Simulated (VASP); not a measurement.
# CuO (Fm-3m) in VASP: single point with PBE+U

Aim: the single point of CuO with PBE+U.

All numbers are computed with VASP 6.6.1; they aren't measurements. Logs are shortened: lines on timing, memory, paths and dates and some standing lists are left out, and cuts for length are marked.

### 1 The cell of the first run

The structure is cubic, space group Fm-3m (No. 225). The conventional cell has a = 4.232 Å, b = 4.232 Å, c = 4.232 Å, α = 90.00°, β = 90.00°, γ = 90.00°. Within 2.8 Å of Cu (site symmetry m-3m) lie 6 O at 2.12 Å. Within 2.8 Å of O (site symmetry m-3m) lie 6 Cu at 2.12 Å.

### 2 Single point, PBE+U, collinear spin

File INCAR:

```
SYSTEM = CuO
PREC     = Accurate       ! precision mode
ENCUT    = 600            ! plane-wave cutoff, eV
EDIFF    = 1E-6           ! SCF threshold, eV
ISMEAR   = 0              ! smearing method
SIGMA    = 0.0122         ! smearing width, eV
LREAL    = .FALSE.        ! projectors in reciprocal space
LASPH    = .TRUE.         ! aspherical terms in the spheres
NELM     = 200            ! most SCF steps
ALGO     = Normal         ! electronic algorithm
ISIF     = 2              ! what is computed and relaxed
LWAVE    = .FALSE.        ! write WAVECAR
LCHARG   = .FALSE.        ! write CHGCAR
ISPIN    = 2              ! spin polarisation
MAGMOM   = 1 0            ! initial moments
LORBIT   = 11             ! projections on sites
LMAXMIX  = 4              ! l up to which the mixer works
LDAU     = .TRUE.         ! DFT+U
LDAUTYPE = 2            
LDAUL    = 2 -1           ! shell
LDAUU    = 3.01 0         ! U, eV
LDAUJ    = 0 0          
LDAUPRINT= 1            
GGA      = PE             ! functional
NBANDS   = 20             ! bands
GGA_COMPAT= .FALSE.
```

File KPOINTS:

```
regular mesh
0
G
  10 10 10
  0 0 0
```

File POSCAR:

```
CuO
1.0
    0.0000000000      2.1161959500      2.1161959500
    2.1161959500      0.0000000000      2.1161959500
    2.1161959500      2.1161959500      0.0000000000
Cu O
1 1
Direct
    0.0000000000      0.0000000000      0.0000000000
    0.5000000000      0.5000000000      0.5000000000
```

Potentials or basis: VASP PAW PBE potentials, release 64 (Cu, O).

On the command line:

```console
$ cat potpaw_PBE.64/Cu/POTCAR potpaw_PBE.64/O/POTCAR > POTCAR
$ mpirun -np 1 vasp_std > vasp.out
```

OUTCAR:

```text
SYSTEM = CuO
   PREC = Accurate
   ENCUT = 600
   EDIFF = 1E-6
   ISMEAR = 0
   LREAL = .FALSE.
   LASPH = .TRUE.
   NELM = 200
   ISIF = 2
   ISPIN = 2
   LORBIT = 11
   GGA = PE

 ion  position               nearest neighbor table
   1  0.000  0.000  0.000-   2 2.12   2 2.12   2 2.12   2 2.12   2 2.12   2 2.12
   2  0.500  0.500  0.500-   1 2.12   1 2.12   1 2.12   1 2.12   1 2.12   1 2.12

  LATTYP: Found a face centered cubic cell.
 ALAT       =     4.2323919000

  Lattice vectors:

 A1 = (   0.0000000000,   2.1161959500,   2.1161959500)
 A2 = (   2.1161959500,   0.0000000000,   2.1161959500)
 A3 = (   2.1161959500,   2.1161959500,   0.0000000000)

Analysis of symmetry for initial positions (statically):
=====================================================================
 Subroutine PRICEL returns:
 Original cell was already a primitive cell.

 Routine SETGRP: Setting up the symmetry group for a
 face centered cubic supercell.

 Subroutine GETGRP returns: Found 48 space group operations
 (whereof 48 operations were pure point group operations)
 out of a pool of 48 trial point group operations.

The static configuration has the point symmetry O_h .

Analysis of symmetry for dynamics (positions and initial velocities):
=====================================================================
 Subroutine PRICEL returns:
 Original cell was already a primitive cell.

 Routine SETGRP: Setting up the symmetry group for a
 face centered cubic supercell.

 Subroutine GETGRP returns: Found 48 space group operations
 (whereof 48 operations were pure point group operations)
 out of a pool of 48 trial point group operations.

The dynamic configuration has the point symmetry O_h .

Analysis of structural, dynamic, and magnetic symmetry:
=====================================================================
 Subroutine PRICEL returns:
 Original cell was already a primitive cell.

 Routine SETGRP: Setting up the symmetry group for a
 face centered cubic supercell.

 Subroutine GETGRP returns: Found 48 space group operations
 (whereof 48 operations were pure point group operations)
 out of a pool of 48 trial point group operations.

The overall configuration has the point symmetry O_h .

 Subroutine INISYM returns: Found 48 space group operations
 (whereof 48 operations are pure point group operations),
 and found     1 'primitive' translations

----------------------------------------------------------------------------------------

                                     Primitive cell

  volume of cell :      18.9539

  direct lattice vectors                    reciprocal lattice vectors
     0.000000000  2.116195950  2.116195950    -0.236273016  0.236273016  0.236273016
     2.116195950  0.000000000  2.116195950     0.236273016 -0.236273016  0.236273016
     2.116195950  2.116195950  0.000000000     0.236273016  0.236273016 -0.236273016

  length of vectors
     2.992753013  2.992753013  2.992753013     0.409236869  0.409236869  0.409236869

  position of ions in fractional coordinates (direct lattice)
     0.000000000  0.000000000  0.000000000
     0.500000000  0.500000000  0.500000000

  ion indices of the primitive-cell ions
   primitive index   ion index
                 1           1
                 2           2

----------------------------------------------------------------------------------------

 KPOINTS: regular mesh

Automatic generation of k-mesh.
 Grid dimensions read from file:
 generate k-points for:   10   10   10

 Generating k-lattice:

  Cartesian coordinates                     Fractional coordinates (reciprocal lattice)
    -0.023627302  0.023627302  0.023627302     0.100000000  0.000000000  0.000000000
     0.023627302 -0.023627302  0.023627302     0.000000000  0.100000000  0.000000000
     0.023627302  0.023627302 -0.023627302     0.000000000  0.000000000  0.100000000

  Length of vectors
     0.040923687  0.040923687  0.040923687

  Shift w.r.t. Gamma in fractional coordinates (k-lattice)
     0.000000000  0.000000000  0.000000000

 Subroutine IBZKPT returns following result:
 ===========================================

 Found     47 irreducible k-points:

 Following reciprocal coordinates:
            Coordinates               Weight
  0.000000  0.000000  0.000000      1.000000
  0.100000  0.000000  0.000000      8.000000
  0.200000  0.000000  0.000000      8.000000
  0.300000  0.000000  0.000000      8.000000
  0.400000  0.000000  0.000000      8.000000
  0.500000  0.000000  0.000000      4.000000
[... 16 lines left out ...]
  0.300000  0.300000  0.000000      6.000000
  0.400000  0.300000  0.000000     24.000000
 [... further k-points ...]
   k-points           NKPTS =     47   k-points in BZ     NKDIM =     47   number of bands    NBANDS=     20
   number of dos      NEDOS =    301   number of ions     NIONS =      2
   total plane-waves  NPLWV =  13824
   dimension x,y,z NGX =    24 NGY =   24 NGZ =   24
   dimension x,y,z NGXF=    48 NGYF=   48 NGZF=   48
   ions per type =               1   1
   NGX,Y,Z   is equivalent  to a cutoff of  13.33, 13.33, 13.33 a.u.
   NGXF,Y,Z  is equivalent  to a cutoff of  26.66, 26.66, 26.66 a.u.
 SYSTEM =  CuO
   PREC   = accura    normal or accurate (medium, high low for compatibility)
   ISTART =      0    job   : 0-new  1-cont  2-samecut
   ICHARG =      2    charge: 1-file 2-atom 10-const
   ISPIN  =      2    spin polarized calculation?
   LNONCOLLINEAR =      F non collinear calculations
   LSORBIT =      F    spin-orbit coupling
   LASPH  =      T    aspherical Exc in radial PAW
   ENCUT  =  600.0 eV  44.10 Ry    6.64 a.u.   5.98  5.98  5.98*2*pi/ulx,y,z
   NELM   =    200;   NELMIN=  2; NELMDL= -5     # of ELM steps
   EDIFF  = 0.1E-05   stopping-criterion for ELM
   LREAL  =      F    real-space projection
[... 7 lines left out ...]
   TEBEG  =    0.0;   TEEND  =   0.0 temperature during run
   PSTRESS=    0.0 pullay stress
   NELECT =      17.0000    total number of electrons
   NUPDOWN=      -1.0000    fix difference up-down
   EMIN   =  10.00;   EMAX   =-10.00  energy-range for DOS
   EFERMI =   0.00;   METHOD = LEGACY
   ISMEAR =     0;   SIGMA  =   0.01  broadening in eV -4-tet -1-fermi 0-gaus
   EFERMI_NEDOS =   21; number of points for ismear=-14 and -15
   IALGO  =     38    algorithm
   IMIX   =      4    mixing-type and parameters
     AMIX     =   0.40;   BMIX     =  1.00
     AMIX_MAG =   1.60;   BMIX_MAG =  1.00
  volume/ion in A,a.u.               =       9.48        63.95
  Fermi-wavevector in a.u.,A,eV,Ry     =   1.578793  2.983487 33.913720  2.492588
  Thomas-Fermi vector in A             =   2.679270
   LORBIT       =     11    0 simple, 1 ext, 2 COOP (PROOUT), +10 PAW based schemes
 LDA+U is selected, type is set to LDAUTYPE =  2
   angular momentum for each species LDAUL =     2   -1
   U (eV)           for each species LDAUU =   3.0  0.0
   J (eV)           for each species LDAUJ =   0.0  0.0
   GGA     = PE    functional components
   LHFCALC =     F    Hartree Fock is set to
   AEXX    =    0.0000 exact exchange contribution
   IVDW    =     0    specifies the selected vdW correction
   LEPSILON=     F    determine dielectric tensor
   LRPA    =     F    only Hartree local field effects (RPA)
 spin polarized calculation
 Gauss-broadening in eV      SIGMA  =   0.01
  energy-cutoff  :      600.00
  volume of cell :       18.95
 maximum number of plane-waves:       644
   NGX = 11   NGY = 11   NGZ = 11

atom =   1  type =  1  l = 2

 onsite density matrix

spin component  1

  0.9686  0.0000 -0.0000 -0.0000 -0.0000
  0.0000  0.9686 -0.0000  0.0000 -0.0000
 -0.0000 -0.0000  0.9870  0.0000  0.0000
 -0.0000  0.0000  0.0000  0.9686 -0.0000
 -0.0000 -0.0000  0.0000 -0.0000  0.9870

spin component  2

  0.9642 -0.0000  0.0000 -0.0000  0.0000
 -0.0000  0.9642 -0.0000 -0.0000  0.0000
  0.0000 -0.0000  0.7260 -0.0000  0.0000
 -0.0000 -0.0000 -0.0000  0.9642 -0.0000
  0.0000  0.0000  0.0000 -0.0000  0.7260

 occupancies and eigenvectors

  o =  0.7260  v =  0.0000  0.0000  0.0000  0.0000  0.0000  0.0000  0.0000  0.5376 -0.0000 -0.8432      0.0000  0.0000  0.0000  0.0000  0.0000  0.0000  0.0000  0.0000  0.0000  0.0000
  o =  0.7260  v =  0.0000  0.0000  0.0000  0.0000  0.0000  0.0000 -0.0000  0.8432  0.0000  0.5376      0.0000  0.0000  0.0000  0.0000  0.0000  0.0000  0.0000  0.0000  0.0000  0.0000
  o =  0.9642  v =  0.0000  0.0000  0.0000  0.0000  0.0000  0.0000  0.6816  0.0000 -0.7317  0.0000      0.0000  0.0000  0.0000  0.0000  0.0000  0.0000  0.0000  0.0000  0.0000  0.0000
  o =  0.9642  v =  0.0000  0.0000  0.0000  0.0000  0.0000  0.0000 -0.7317 -0.0000 -0.6816 -0.0000      0.0000  0.0000  0.0000  0.0000  0.0000  0.0000  0.0000  0.0000  0.0000  0.0000
  o =  0.9642  v =  0.0000  0.0000  0.0000  0.0000  0.0000  1.0000  0.0000  0.0000  0.0000  0.0000      0.0000  0.0000  0.0000  0.0000  0.0000  0.0000  0.0000  0.0000  0.0000  0.0000
  o =  0.9686  v =  0.0000 -0.8909  0.0000  0.4543  0.0000  0.0000  0.0000  0.0000  0.0000  0.0000      0.0000  0.0000  0.0000  0.0000  0.0000  0.0000  0.0000  0.0000  0.0000  0.0000
  o =  0.9686  v =  1.0000  0.0000  0.0000  0.0000  0.0000  0.0000  0.0000  0.0000  0.0000  0.0000      0.0000  0.0000  0.0000  0.0000  0.0000  0.0000  0.0000  0.0000  0.0000  0.0000
  o =  0.9686  v =  0.0000  0.4543 -0.0000  0.8909 -0.0000  0.0000  0.0000  0.0000  0.0000  0.0000      0.0000  0.0000  0.0000  0.0000  0.0000  0.0000  0.0000  0.0000  0.0000  0.0000
  o =  0.9870  v =  0.0000  0.0000  0.9607 -0.0000  0.2775  0.0000  0.0000  0.0000  0.0000  0.0000      0.0000  0.0000  0.0000  0.0000  0.0000  0.0000  0.0000  0.0000  0.0000  0.0000
  o =  0.9870  v =  0.0000  0.0000 -0.2775 -0.0000  0.9607  0.0000  0.0000  0.0000  0.0000  0.0000      0.0000  0.0000  0.0000  0.0000  0.0000  0.0000  0.0000  0.0000  0.0000  0.0000

 number of electron      17.0000007 magnetization       0.8900532

 Free energy of the ion-electron system (eV)
  ---------------------------------------------------
  ext. energy  EPLUGINS =         0.00000000
  ---------------------------------------------------
  free energy    TOTEN  =        -8.49293831 eV

  energy without entropy =       -8.49282390  energy(sigma->0) =       -8.49288111

 E-fermi :   5.8071     XC(G=0): -12.3921

 val. band max:        5.7828915083   @ k =  -0.4000   0.2000   0.0000
 cond. band min:       5.8088681005   @ k =  -0.1000   0.1000   0.0000
 fundamental gap:      0.0259765922
 Fermi energy:         5.8070684562

 spin component 1

 k-point     1 :       0.0000    0.0000    0.0000
  band No.  band energies     occupation
      1     -13.5894      1.00000
      2       2.3666      1.00000
      3       2.3666      1.00000
      4       2.4853      1.00000
      5       2.4853      1.00000
      6       2.4853      1.00000
[... 12 lines left out ...]
     19      30.8913      0.00000
[... 513 lines left out ...]
      4       1.6498      1.00000
      5       2.3574      1.00000
      6       2.9034      1.00000
[... 12 lines left out ...]
     19      37.9249      0.00000
     20      39.5792      0.00000

 [... further k-points ...]

 spin component 2

 k-point     1 :       0.0000    0.0000    0.0000
  band No.  band energies     occupation
      1     -13.0901      1.00000
      2       2.8137      1.00000
      3       2.8137      1.00000
      4       2.8137      1.00000
      5       4.0637      1.00000
      6       4.0637      1.00000
[... 12 lines left out ...]
     19      31.5490      0.00000
[... 513 lines left out ...]
      4       2.3605      1.00000
      5       2.7942      1.00000
      6       3.8052      1.00000
[... 12 lines left out ...]
     19      38.0988      0.00000
     20      39.8144      0.00000

 [... further k-points ...]
[... 5 lines left out ...]
  --------------------------------------------------------------------------------------
  -------------------------------------------------------------------------------------
  Total        0.0849776      0.0849776      0.0849776      0.0000000      0.0000000      0.0000000
  in kB        7.1831939      7.1831939      7.1831939      0.0000000      0.0000000      0.0000000
  external PRESSURE =       7.1831939 kB  Pullay stress =       0.0000000 kB

 VOLUME and BASIS-vectors are now :
 -----------------------------------------------------------------------------
  energy-cutoff  :      600.00
  volume of cell :       18.95
      direct lattice vectors                 reciprocal lattice vectors
     0.000000000  2.116195950  2.116195950    -0.236273016  0.236273016  0.236273016
     2.116195950  0.000000000  2.116195950     0.236273016 -0.236273016  0.236273016
     2.116195950  2.116195950  0.000000000     0.236273016  0.236273016 -0.236273016

 POSITION                                       TOTAL-FORCE (eV/Angst)
 -----------------------------------------------------------------------------------
      0.00000      0.00000      0.00000        -0.000000     -0.000000     -0.000000
      2.11620      2.11620      2.11620         0.000000      0.000000      0.000000
 -----------------------------------------------------------------------------------
    total drift:                                0.000000     -0.000000     -0.000000

  FREE ENERGIE OF THE ION-ELECTRON SYSTEM (eV)
  ---------------------------------------------------
  free  energy   TOTEN  =        -8.4929383150 eV

  energy  without entropy=       -8.4928238950  energy(sigma->0) =       -8.49288111

 total charge

# of ion       s       p       d       tot
------------------------------------------
    1        0.304   0.318   9.204   9.825
    2        1.570   3.362   0.000   4.932
--------------------------------------------------
tot          1.874   3.680   9.204  14.757

 magnetization (x)

# of ion       s       p       d       tot
------------------------------------------
    1       -0.005   0.004   0.536   0.534
    2        0.008   0.316   0.000   0.324
--------------------------------------------------
tot          0.003   0.319   0.536   0.858
```

Wall time 33 s (1 thread of Intel Xeon 8259CL, shared host); peak memory 0.17 GiB.

Results:

```yaml
Free_energy: -8.4929 eV
Pressure: 0.7 GPa
Net_moment: 0.89 μB per cell
Site_moments: Cu +0.53; O +0.32 μB
Valence_electrons_inside_the_program's_atomic_spheres: Cu 9.82; O 4.93
```

Eigenvalues of the final occupation matrices:
```
    site  spin  trace               eigenvalues
site 1 d     1   4.88  0.97 0.97 0.97 0.99 0.99
site 1 d     2   4.34  0.73 0.73 0.96 0.96 0.96
```

Caveat: a cell with one magnetic atom can't hold antiferromagnetic order, which such compounds often take.
